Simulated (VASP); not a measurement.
# C (P6_3/mmc) in VASP: further runs, part 2 of 2

VASP 6.6.1.

### 5 Single point, PBE (strained cell)

INCAR reads:

```
PREC = Accurate ; ENCUT = 520
EDIFF = 1E-7 ; ISMEAR = 0
SIGMA = 0.02 ; LREAL = F
LASPH = T ; NELM = 80
ALGO = Normal ; ISIF = 2
LWAVE = F ; LCHARG = F
GGA = PE ; NBANDS = 16
```

KPOINTS reads:

```
regular mesh
0
Gamma
  9 9 6
```

POSCAR reads:

```
C
1.0
    2.5112152754      0.0000000000      0.0000000000
   -1.2556076377      2.1747762229      0.0000000000
    0.0000000000      0.0000000000      4.2430102239
C
4
Direct
    0.3333333333      0.6666666667     -0.0003907681
    0.6666666667      0.3333333333      0.4996092319
    0.3333333333      0.6666666667      0.3743907681
    0.6666666667      0.3333333333      0.8743907681
```

Potentials or basis: VASP PAW PBE potentials, release 64 (C).

Launch:

```
$ cat potpaw_PBE.64/C/POTCAR > POTCAR
$ mpirun -np 1 vasp_std > vasp.out
```

OUTCAR:

```text
PREC = Accurate
   ENCUT = 520
   EDIFF = 1E-7
   ISMEAR = 0
   LREAL = F
   LASPH = T
   NELM = 80
   ISIF = 2
   GGA = PE

 ion  position               nearest neighbor table
   1  0.333  0.667  1.000-   4 1.54   4 1.54   4 1.54   3 1.59
   2  0.667  0.333  0.500-   3 1.54   3 1.54   3 1.54   4 1.59
   3  0.333  0.667  0.374-   2 1.54   2 1.54   2 1.54   1 1.59
   4  0.667  0.333  0.874-   1 1.54   1 1.54   1 1.54   2 1.59

  LATTYP: Found a hexagonal cell.
 ALAT       =     2.5112152754
 C/A-ratio  =     1.6896242490

  Lattice vectors:

 A1 = (   2.5112152754,   0.0000000000,   0.0000000000)
 A2 = (  -1.2556076377,   2.1747762229,   0.0000000000)
 A3 = (   0.0000000000,   0.0000000000,   4.2430102239)

Analysis of symmetry for initial positions (statically):
=====================================================================
 Subroutine PRICEL returns:
 Original cell was already a primitive cell.

 Routine SETGRP: Setting up the symmetry group for a
 hexagonal supercell.

[... 168 lines left out ...]
  ---------------------------------------------------
  free energy    TOTEN  =       -36.25448481 eV

  energy without entropy =      -36.25448481  energy(sigma->0) =      -36.25448481

 E-fermi :   9.7905     XC(G=0): -13.1414

 val. band max:        9.6799816475   @ k =   0.0000   0.0000   0.0000
 cond. band min:      13.0792363182   @ k =   0.3333   0.3333   0.0000
 fundamental gap:      3.3992546707
 Fermi energy:         9.7905390110

 k-point     1 :       0.0000    0.0000    0.0000
  band No.  band energies     occupation
      1     -11.7941      2.00000
      2      -6.5499      2.00000
      3      -3.7105      2.00000
      4       6.8252      2.00000
      5       6.8252      2.00000
      6       9.2487      2.00000
[... 433 lines left out ...]
      3      -0.9754      2.00000
      4      -0.7790      2.00000
      5      -0.7790      2.00000
      6       2.2796      2.00000
[... 8 lines left out ...]
     15      25.0256      0.00000
     16      25.0256      0.00000

 [... further k-points ...]
[... 5 lines left out ...]
  --------------------------------------------------------------------------------------
  -------------------------------------------------------------------------------------
  Total        0.0954514      0.0954514     -2.5662114      0.0000000      0.0000000      0.0000000
  in kB        6.5996408      6.5996408   -177.4313705      0.0000000      0.0000000      0.0000000
  external PRESSURE =     -54.7440296 kB  Pullay stress =       0.0000000 kB

 VOLUME and BASIS-vectors are now :
 -----------------------------------------------------------------------------
  energy-cutoff  :      520.00
  volume of cell :       23.17
      direct lattice vectors                 reciprocal lattice vectors
     2.511215275  0.000000000  0.000000000     0.398213570  0.229908712  0.000000000
    -1.255607638  2.174776223  0.000000000     0.000000000  0.459817424  0.000000000
     0.000000000  0.000000000  4.243010224     0.000000000  0.000000000  0.235681732

 POSITION                                       TOTAL-FORCE (eV/Angst)
 -----------------------------------------------------------------------------------
     -0.00000      1.44985      4.24135        -0.000000      0.000000      0.010180
      1.25561      0.72493      2.11985         0.000000     -0.000000      0.010180
     -0.00000      1.44985      1.58854        -0.000000      0.000000     -0.010180
      1.25561      0.72493      3.71005         0.000000     -0.000000     -0.010180
 -----------------------------------------------------------------------------------
    total drift:                               -0.000000     -0.000000      0.000006

  FREE ENERGIE OF THE ION-ELECTRON SYSTEM (eV)
  ---------------------------------------------------
  free  energy   TOTEN  =       -36.2544848099 eV

  energy  without entropy=      -36.2544848099  energy(sigma->0) =      -36.25448481
```

OSZICAR:

```text
N       E                     dE             d eps       ncg     rms          rms(c)
DAV:   1     0.205387864006E+02    0.20539E+02   -0.82959E+03  1536   0.972E+02
DAV:   2    -0.356265599500E+02   -0.56165E+02   -0.52095E+02  2160   0.185E+02
DAV:   3    -0.374596558085E+02   -0.18331E+01   -0.18289E+01  1888   0.288E+01
DAV:   4    -0.374667093873E+02   -0.70536E-02   -0.70519E-02  1880   0.221E+00
DAV:   5    -0.374667456380E+02   -0.36251E-04   -0.36249E-04  1944   0.138E-01    0.764E+00
DAV:   6    -0.365586864070E+02    0.90806E+00   -0.56189E-01  1736   0.471E+00    0.456E+00
DAV:   7    -0.362517596447E+02    0.30693E+00   -0.65486E-01  1928   0.527E+00    0.100E+00
DAV:   8    -0.362543534575E+02   -0.25938E-02   -0.13338E-02  1704   0.762E-01    0.585E-02
DAV:   9    -0.362544453497E+02   -0.91892E-04   -0.16887E-04  2016   0.982E-02    0.301E-02
DAV:  10    -0.362544847289E+02   -0.39379E-04   -0.32048E-05  1712   0.459E-02    0.902E-03
DAV:  11    -0.362544848099E+02   -0.81046E-07   -0.79993E-07  2072   0.735E-03
   1 F= -.36254485E+02 E0= -.36254485E+02  d E =-.248828E-17
```

stdout:

```text
POSCAR found type information on POSCAR C
 POSCAR found :  1 types and       4 ions
 scaLAPACK will be used
 LDA part: xc-table for (Slater+PW92), standard interpolation
 POSCAR, INCAR and KPOINTS ok, starting setup
 FFT: planning ... GRIDC
 FFT: planning ... GRID_SOFT
 FFT: planning ... GRID
 WAVECAR not read
 entering main loop
```

Run time: 9.4 s. Hardware: 1 thread of Intel Xeon Platinum 8488C (Sapphire Rapids), shared host; peak memory 0.13 GiB.

What came out:

```yaml
Free_energy: -36.2545 eV
Pressure: -5.5 GPa
Largest_force: 0.010 eV/Å
Band_gap_on_the_k_mesh: 3.40 eV, indirect (least direct gap 4.88 eV)
```

Forces in eV/Å, atoms in the order of the input:
```
C    0.000  0.000  0.010
C    0.000  0.000  0.010
C    0.000  0.000 -0.010
C    0.000  0.000 -0.010
```

Levels at points of the mesh, in eV from the valence-band top:
```csv
k point,band 6,band 7,band 8,band 9,band 10,band 11
"(0.00, 0.00, 0.00)",-0.43,0.00,0.00,4.88,5.14,5.14
"(0.00, 0.00, 0.50)",-1.70,-1.70,-1.70,7.28,7.28,7.28
```

Caveat: the cell differs from its parent crystal (strained cell).

### 6 Single point, PBE

This run uses another cell than the first one, of 5.79 Å³/atom, 1.007 times its volume.

INCAR reads:

```
SYSTEM = C
PREC = Accurate
ENCUT = 520
EDIFF = 1E-6
ISMEAR = 0
SIGMA = 0.01
LREAL = .FALSE.
LASPH = .TRUE.
NELM = 60
ALGO = Normal
ISIF = 2
LWAVE = .FALSE.
LCHARG = .FALSE.
GGA = PE
NBANDS = 16
```

KPOINTS reads:

```
regular mesh
0
G
  9 9 6
  0 0 0
```

POSCAR is that of step 5.

Potentials or basis: VASP PAW PBE potentials, release 64 (C).

Launch:

```
$ cat potpaw_PBE.64/C/POTCAR > POTCAR
$ mpirun -np 1 vasp_std > vasp.out
```

It took 9.8 s on 1 thread of Intel Xeon Platinum 8488C (Sapphire Rapids), shared host; peak memory 0.13 GiB.

The run converged. Its results:

```
Free energy            : -36.2545 eV
Pressure               : -5.5 GPa
Largest force          : 0.010 eV/Å
Band gap on the k mesh : 3.40 eV, indirect (least direct gap 4.88 eV)
```

Forces in eV/Å, atoms in the order of the input:
```
C    0.000  0.000  0.010
C    0.000  0.000  0.010
C    0.000  0.000 -0.010
C    0.000  0.000 -0.010
```

Stress tensor (GPa, compression positive):
```
  0.66   0.00   0.00
  0.00   0.66   0.00
  0.00   0.00 -17.75
```

Levels at points of the mesh, in eV from the valence-band top:
```
           k point  band 4  band 5  band 6  band 7  band 8  band 9  band 10  band 11  band 12  band 13
(0.00, 0.00, 0.00)   -2.85   -2.85   -0.43    0.00    0.00    4.88     5.14     5.14     8.27     9.42
(0.00, 0.00, 0.50)   -7.05   -1.70   -1.70   -1.70   -1.70    7.28     7.28     7.28     7.28     7.70
```

A k mesh can miss the band edges. A hybrid or GW would open this gap; PBE tends to underestimate it.

### 7 Overview

```tsv
cell	smearing	gap on the mesh (eV)	pressure (GPa)	largest force (eV/Å)
a = 2.502, b = 2.502, c = 4.243 Å, angles 90.0, 90.0, 120.0°, 4 atoms	gaussian 0.02 eV	3.37	-2.4	0.01
a = 2.512, b = 2.512, c = 4.243 Å, angles 90.0, 90.0, 120.0°, 4 atoms	gaussian 0.02 eV	3.40	-5.9	0.01
a = 2.511, b = 2.511, c = 4.243 Å, angles 90.0, 90.0, 120.0°, 4 atoms	gaussian 0.02 eV	3.40	-5.5	0.01
a = 2.511, b = 2.511, c = 4.243 Å, angles 90.0, 90.0, 120.0°, 4 atoms	gaussian 0.01 eV	3.40	-5.5	0.01
```

Alike in all rows: task single point; level PBE; potentials or basis VASP PAW PBE potentials, release 64 (C); no spin polarisation; k mesh 9 × 9 × 6; cutoff (eV) 520.

Absolute energies hang on the potentials; compare differences alone.
